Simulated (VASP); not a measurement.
A run of VASP 6.6.1 is set up as follows.

Contents of INCAR:

```
SYSTEM = Mo
ALGO     = Normal         ! electronic algorithm
EDIFF    = 1E-7           ! SCF threshold, eV
EDIFFG   = -0.005         ! ionic threshold
ENCUT    = 600            ! plane-wave cutoff, eV
GGA      = PE             ! functional
IBRION   = 2              ! ionic algorithm
ISIF     = 4              ! what is computed and relaxed
ISMEAR   = -1             ! smearing method
LASPH    = .TRUE.         ! aspherical terms in the spheres
LCHARG   = .FALSE.        ! write CHGCAR
LREAL    = .FALSE.        ! projectors in reciprocal space
LWAVE    = .FALSE.        ! write WAVECAR
NELM     = 60             ! most SCF steps
NSW      = 50             ! ionic steps
PREC     = Accurate       ! precision mode
SIGMA    = 0.08           ! smearing width, eV
```

KPOINTS

```
k-points
0
G
  15 15 8
  0 0 0
```

The input POSCAR:

```
Mo
1.0
    2.4253472972      0.0000000000      0.0000000000
   -1.2126736486      2.1004123724      0.0000000000
    0.0000000000      0.0000000000      4.3017506160
Mo
2
Direct
    0.3333333333      0.6666666667      0.2500000000
    0.6666666667      0.3333333333      0.7500000000
```

Potentials or basis: VASP PAW PBE potentials, release 64 (Mo_sv).

Command:

```console
$ cat potpaw_PBE.64/Mo_sv/POTCAR > POTCAR
$ mpirun -np 1 vasp_std > vasp.out
```

Question: What does it give for the band gap on the k mesh?

Answer: Zero (bands 14 and 15 overlap by 3.68 eV).

Final structure:
```yaml
crystal:
  lattice:
    - [2.52218, 0.00000, 0.00000]
    - [-1.26109, 2.18427, 0.00000]
    - [0.00000, 0.00000, 3.97778]
  atoms:
    - { symbol: Mo, position: [0.33333, 0.66667, 0.25000] }
    - { symbol: Mo, position: [0.66667, 0.33333, 0.75000] }
```
